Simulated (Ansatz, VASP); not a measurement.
Two plane-wave programs on Rb

```
CELL_PARAMETERS angstrom
-2.86772 2.86772 2.86772
2.86772 -2.86772 2.86772
2.86772 2.86772 -2.86772
ATOMIC_POSITIONS crystal
Rb 0.00000 0.00000 0.00000
```

Alike in both runs: task single point; functional r2SCAN; k mesh 8 × 8 × 8; occupations methfessel-paxton of order 1, width 0.6 eV; no spin polarisation.

|  | VASP | Ansatz |
| --- | --- | --- |
| version | VASP 6.6.1 | Ansatz 0.2.0 |
| potentials or method | VASP PAW PBE potentials, release 64 (Rb_sv), cutoff 520 eV | plane waves (500 eV) with PAW, scalar-relativistic |
| valence electrons in the cell | 9 | 9 |

|  | VASP | Ansatz | Ansatz less VASP |
| --- | --- | --- | --- |
| pressure (GPa) | 0.0 | 0.0 | 0.00 |

VASP's potentials were made for PBE, not for r2SCAN. The functional is the same, so the differences come from potentials, cutoffs and numerics.
